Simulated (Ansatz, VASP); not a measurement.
**WC in VASP and in Ansatz**

```
C W
1.0
     2.82778    0.00000    0.00000
     0.00000    2.89841    0.00000
     0.00000    0.00000   28.38718
C W
6 6
Direct
  0.50000 0.00000 0.26420
  0.50000 0.50000 0.35263
  0.50000 0.00000 0.44105
  0.50000 0.50000 0.52947
  0.50000 0.00000 0.61790
  0.50000 0.50000 0.70632
  0.00000 0.50000 0.29368
  0.00000 0.00000 0.38210
  0.00000 0.50000 0.47053
  0.00000 0.00000 0.55895
  0.00000 0.50000 0.64737
  0.00000 0.00000 0.73580
```

Alike in both runs: task single point; functional PBEsol; k mesh 12 × 12 × 1; occupations gaussian, width 0.1 eV; no spin polarisation.

|  | VASP | Ansatz |
| --- | --- | --- |
| version | VASP 6.6.1 | Ansatz 0.2.0 |
| potentials or method | VASP PAW PBE potentials, release 64 (C, W_sv), cutoff 520 eV | scalar-relativistic, plane waves, PAW |
| valence electrons in the cell | 108 | 108 |

Ansatz gave:

- gap on the k mesh at the Fermi level (eV): none
- rms of the force components (eV/Å): 0.637

Question: Which values does VASP return?

Answer: gap on the k mesh at the Fermi level (eV): none; rms of the force components (eV/Å): 0.632.

VASP's potentials were made for PBE, not for PBEsol. A gap of «none» marks a metal or a gap that the smearing closes. Ansatz's warnings: xc potential rough in thin density.

Spin-orbit coupling is off throughout.
